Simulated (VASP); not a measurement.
The system is Er3H.

```
CELL_PARAMETERS angstrom
6.73620 0.00000 0.00000
-3.36810 5.83372 0.00000
0.00000 0.00000 5.13522
ATOMIC_POSITIONS crystal
Er 0.16931 0.33862 0.25000
Er 0.66138 0.83069 0.25000
Er 0.16931 0.83069 0.25000
Er 0.83069 0.66138 0.75000
Er 0.33862 0.16931 0.75000
Er 0.83069 0.16931 0.75000
H 0.33333 0.66667 0.75000
H 0.66667 0.33333 0.25000
```

The cell was generated, and may not be a known phase.

```yaml
Program: VASP 6.6.1
Task: relaxation of cell and atoms
Functional: PBE
Potentials_or_basis: VASP PAW PBE potentials, release 64 (Er_3, H), 4f in core
Cutoff: 500 eV
k_mesh: 6 × 6 × 8
Occupations: gaussian, width 0.1 eV
Spin: no spin polarisation
```

At the start: pressure 0.5 GPa; volume 25.22 Å³/atom.

Task: Where does the relaxation end?

Result: Over 33 steps the energy falls by 472.5 meV/atom; space group P6_3/mmc (No. 194, to 0.1 Å) before and after.

The path:
| step | energy change (eV) | largest force (eV/Å) | pressure (GPa) | volume (Å³) |
| --- | --- | --- | --- | --- |
| 1 | 0.0000 | 0.0952 | 0.46 | 201.80 |
| 2 | -0.0053 | 0.0392 | 0.07 | 203.91 |
| 3 | -0.0055 | 0.0231 | -0.05 | 204.56 |
| 4 | -0.0059 | 0.0172 | -0.04 | 204.40 |
| 5 | -0.0065 | 0.0001 | 0.00 | 203.92 |
| 6 | -0.0066 | 0.0345 | 0.08 | 202.96 |
| 7 | -0.0068 | 0.0187 | 0.04 | 203.40 |
| 8 | -0.0071 | 0.0186 | 0.04 | 203.37 |
| 9 | -0.0079 | 0.0159 | 0.04 | 203.27 |
| 10 | -0.0093 | 0.0097 | 0.03 | 203.07 |
| 11 | -0.0116 | 0.0118 | 0.03 | 202.63 |
| 12 | -0.0168 | 0.0903 | 0.04 | 201.56 |
| 13 | -0.1000 | 0.4109 | 0.18 | 198.68 |
| 14 | -1.2353 | 1.2234 | 1.48 | 189.81 |
| 15 | 0.3194 | 1.4688 | 17.41 | 158.30 |
| 16 | -2.2736 | 1.4216 | 3.78 | 181.00 |
| 17 | -1.7920 | 1.7262 | 10.27 | 168.02 |
| 18 | -2.2849 | 1.6369 | 7.17 | 173.76 |
| 19 | -2.3314 | 1.6001 | 6.64 | 174.79 |
| 20 | -2.3784 | 1.5756 | 6.41 | 175.42 |
| 21 | -2.5120 | 1.5025 | 5.74 | 177.29 |
| 22 | -2.7468 | 1.3611 | 4.46 | 181.08 |
| 23 | -3.0932 | 1.0957 | 2.17 | 188.82 |
| 24 | -3.3511 | 0.6432 | -1.42 | 204.94 |
| 25 | -3.4251 | 0.5895 | -1.29 | 204.39 |
| 26 | -3.6103 | 0.4094 | -0.82 | 202.71 |
| 27 | -3.7724 | 0.0523 | 0.50 | 199.18 |
| 28 | -3.7723 | 0.0348 | 0.45 | 199.30 |
| 29 | -3.7783 | 0.0115 | 0.19 | 200.74 |
| 30 | -3.7800 | 0.0089 | -0.05 | 202.14 |
| 31 | -3.7800 | 0.0071 | -0.04 | 202.04 |
| 32 | -3.7800 | 0.0066 | -0.03 | 201.98 |
| 33 | -3.7800 | 0.0051 | 0.00 | 201.87 |

Final structure:
```xyz
8
Lattice="8.3710 0.0000 0.0000 -4.1855 7.2495 0.0000 0.0000 0.0000 3.3265" Properties=species:S:1:pos:R:3 pbc="T T T"
Er    0.0000    2.9460    0.8316
Er    1.6342    5.7765    0.8316
Er   -1.6342    5.7765    0.8316
Er    4.1855    4.3035    2.4949
Er    2.5513    1.4730    2.4949
Er    5.8197    1.4730    2.4949
H     0.0000    4.8330    2.4949
H     4.1855    2.4165    0.8316
```

Caveat: a cell axis changed by over 15 % at a fixed basis, so the end point is rough.
